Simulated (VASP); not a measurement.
**MgS: elastic constants with PBEsol**

The system is MgS.

```
Mg S
1.0
     0.00000    2.47002    2.47002
     2.47002    0.00000    2.47002
     2.47002    2.47002    0.00000
Mg S
1 1
Direct
  0.00000 0.00000 0.00000
  0.50000 0.50000 0.50000
```

- Program: VASP 6.6.1
- Task: elastic constants
- Functional: PBEsol
- Potentials or basis: VASP PAW PBE potentials, release 64 (Mg, S)
- Cutoff: 600 eV
- k mesh: 8 × 8 × 8
- Occupations: gaussian, width 0.01 eV
- Spin: no spin polarisation
- Dipole correction: no
- Ions in elastic constants: relaxed
- Further INCAR settings: ALGO = Normal; EDIFF = 1e-08; NBANDS = 11; IBRION = 6; POTIM = 0.015; NSW = 1; ISIF = 3

* Elastic constants C11, C12, C44: 270, 47, 62 GPa
* Voigt bulk modulus: 121 GPa
* Highest phonon frequency at Γ, LO-TO splitting left out: 342 cm⁻¹

Phonon frequencies in cm⁻¹ (negative: imaginary):
```
              q point        frequencies
(0.000, 0.000, 0.000)  0 0 0 342 342 342
```

Elastic tensor in Voigt notation (GPa, in the Cartesian axes of the cell as first typed):
```
270  47  47   0   0   0
 47 270  47   0   0   0
 47  47 270   0   0   0
  0   0   0  62   0   0
  0   0   0   0  62   0
  0   0   0   0   0  62
```

Clamped-ion elastic tensor (GPa):
```
270  47  47   0   0   0
 47 270  47   0   0   0
 47  47 270   0   0   0
  0   0   0  62   0   0
  0   0   0   0  62   0
  0   0   0   0   0  62
```

It took 3.5 min on 1 thread of AMD EPYC 9R45 96-Core Processor (Zen 5), with other jobs on the host, peak memory 0.22 GiB.

Caveat: the cell is under stress, which shifts elastic constants; the PAW data sets were made with another functional, which shifts forces and pressure a little.
